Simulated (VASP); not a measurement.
Input of a VASP 6.6.1 run:

INCAR

```
PREC = Accurate
ENCUT = 600
EDIFF = 1E-6
ISMEAR = -1
SIGMA = 0.05
LREAL = False
LASPH = True
NELM = 80
ALGO = Normal
ISIF = 3
LWAVE = False
LCHARG = False
GGA = PE
IBRION = 2
NSW = 60
EDIFFG = -0.01
PSTRESS = 200.0
```

KPOINTS

```
regular mesh
0
Gamma
  8 8 8
```

File POSCAR:

```
PtSe
1.0
    0.0000000000      2.7984111300      2.7984111300
    2.7984111300      0.0000000000      2.7984111300
    2.7984111300      2.7984111300      0.0000000000
Pt Se
1 1
Direct
    0.5000000000      0.5000000000      0.5000000000
    0.0000000000      0.0000000000      0.0000000000
```

Potentials or basis: VASP PAW PBE potentials, release 64 (Pt, Se).

Command:

```console
$ cat potpaw_PBE.64/Pt/POTCAR potpaw_PBE.64/Se/POTCAR > POTCAR
$ mpirun -np 1 vasp_std > vasp.out
```

Estimate the relaxed cell.

a = 3.600 Å, b = 3.600 Å, c = 3.600 Å, α = 60.00°, β = 60.00°, γ = 60.00°.

What does it give for the band gap on the k mesh?

Zero (bands 8 and 9 overlap by 4.72 eV).

What does it give for the relaxed volume?

16.49 Å³/atom.

What does it give for the space group after relaxing (to 0.1 Å)?

Fm-3m (No. 225).

Step by step:
| step | energy change (eV) | largest force (eV/Å) | pressure (GPa) | volume (Å³) |
| --- | --- | --- | --- | --- |
| 1 | 0.0000 | 0.0000 | -14.54 | 43.83 |
| 2 | 10.1977 | 0.0000 | 366.42 | 20.17 |
| 3 | -0.2845 | 0.0000 | 11.74 | 34.32 |
| 4 | -0.2296 | 0.0000 | 15.53 | 33.67 |
| 5 | -0.1509 | 0.0000 | 20.17 | 32.96 |
| 6 | -0.1749 | 0.0000 | 18.83 | 33.16 |
| 7 | -0.1734 | 0.0000 | 18.91 | 33.15 |
| 8 | -0.1688 | 0.0000 | 19.18 | 33.11 |
| 9 | -0.1687 | 0.0000 | 19.17 | 33.11 |
| 10 | -0.1684 | 0.0000 | 19.18 | 33.11 |
| 11 | -0.1678 | 0.0000 | 19.21 | 33.10 |
| 12 | -0.1667 | 0.0000 | 19.26 | 33.09 |
| 13 | -0.1645 | 0.0000 | 19.41 | 33.07 |
| 14 | -0.1601 | 0.0000 | 19.66 | 33.04 |
| 15 | -0.1510 | 0.0000 | 20.17 | 32.96 |
| 16 | -0.1541 | 0.0000 | 19.99 | 32.99 |

Caveat: the cell is relaxed towards a set pressure, so the run minimises the enthalpy, not the energy; the volume moved by over 15 % at a fixed basis, so the end points are rough; spin-orbit coupling is left out, which moves the levels of the heavy elements.
